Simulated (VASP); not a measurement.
Wanted: the native input for a VASP 6.6.1 run.

| Quantity | Value |
| --- | --- |
| Task | single point |
| Functional | PBEsol |
| Potentials or basis | VASP PAW PBE potentials, release 64 (Ru_pv) |
| Cutoff | 520 eV |
| k mesh | 21 × 21 × 12 |
| Occupations | gaussian, width 0.15 eV |
| Spin | no spin polarisation |
| Dipole correction | no |
| Further INCAR settings | ALGO = Fast; EDIFF = 1e-06; NBANDS = 21 |

The structure of Ru lies in POSCAR:

```
Ru
1.0
    2.5881324414      0.0000000000      0.0000000000
   -1.2940662207      2.2413884426      0.0000000000
    0.0000000000      0.0000000000      4.2251262106
Ru
2
Direct
    0.3333333333      0.6666666667      0.2500000000
    0.6666666667      0.3333333333      0.7500000000
```

This cell differs from its parent crystal: volume 12.255 Å^3 an atom, c/a of the conventional cell 1.6325.

The input as run:

INCAR

```
SYSTEM = Ru
PREC = Accurate
ENCUT = 520
EDIFF = 1E-6
ISMEAR = 0
SIGMA = 0.15
LREAL = .False.
LASPH = .True.
NELM = 60
ALGO = Fast
ISIF = 2
LWAVE = .False.
LCHARG = .True.
GGA = PS
LELF = .True.
LVHAR = .True.
NBANDS = 21
```

KPOINTS

```
Automatic mesh
0
Gamma
  21 21 12
  0 0 0
```

Potentials or basis: VASP PAW PBE potentials, release 64 (Ru_pv).

Command:

```bash
$ cat potpaw_PBE.64/Ru_pv/POTCAR > POTCAR
$ mpirun -np 1 vasp_std > vasp.out
```

Results of the run:

```
Pressure               : 35.4 GPa
Band gap on the k mesh : zero (band 14 reaches 16.60 eV, above the bottom of band 15 at 12.94 eV)
```

Caveat: the PAW data sets were made with another functional, which shifts forces and pressure a little.

It took 75 s on 1 thread of AMD EPYC 9R45 96-Core Processor (Zen 5), on a shared host, peak memory 0.21 GiB.
